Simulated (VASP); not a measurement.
# Rb2H3: single point with PBE

The system is Rb2H3.

```
Rb H
1.0
     2.28907    1.32160    9.05245
    -2.28907    1.32160    9.05245
     0.00000   -2.64319    9.05245
Rb H
2 3
Direct
  0.25258 0.25258 0.25258
  0.74742 0.74742 0.74742
  0.46127 0.46127 0.46127
  0.53873 0.53873 0.53873
  0.50000 0.50000 0.50000
```

```json
{
  "Program": "VASP 6.6.1",
  "Task": "single point",
  "Functional": "PBE",
  "Potentials or basis": "VASP PAW PBE potentials, release 64 (Rb_sv, H)",
  "Cutoff": "520 eV",
  "k mesh": "12 × 12 × 12",
  "Occupations": "gaussian, width 0.1 eV",
  "Spin": "no spin polarisation",
  "Dipole correction": "no",
  "Further INCAR settings": "ALGO = Normal; EDIFF = 1e-07; NBANDS = 18"
}
```

```json
{
  "Pressure": "0.0 GPa",
  "Largest force": "0.007 eV/Å"
}
```

Forces on the atoms (eV/Å):
```
Rb   0.000  0.000  0.000
Rb   0.000  0.000  0.000
H    0.000  0.000  0.007
H    0.000  0.000 -0.007
H    0.000  0.000  0.000
```

Levels at points of the mesh, in eV from the Fermi level:
```csv
k point,band 8,band 9,band 10,band 11,band 12,band 13,band 14,band 15
"(0.00, 0.00, 0.00)",-12.85,-7.89,-2.96,-1.29,1.91,2.19,2.74,3.60
"(0.50, 0.00, 0.00)",-12.89,-7.72,-2.43,0.52,0.83,1.32,2.24,3.16
"(0.50, 0.50, 0.00)",-12.89,-7.72,-2.44,0.44,0.83,1.67,1.93,3.20
"(0.50, 0.50, 0.50)",-12.85,-7.88,-3.12,-0.46,0.19,2.65,3.40,3.76
```

Run time: 18 min on 1 thread of Intel(R) Xeon(R) 6975P-C (Granite Rapids) (shared host), peak memory 0.97 GiB.
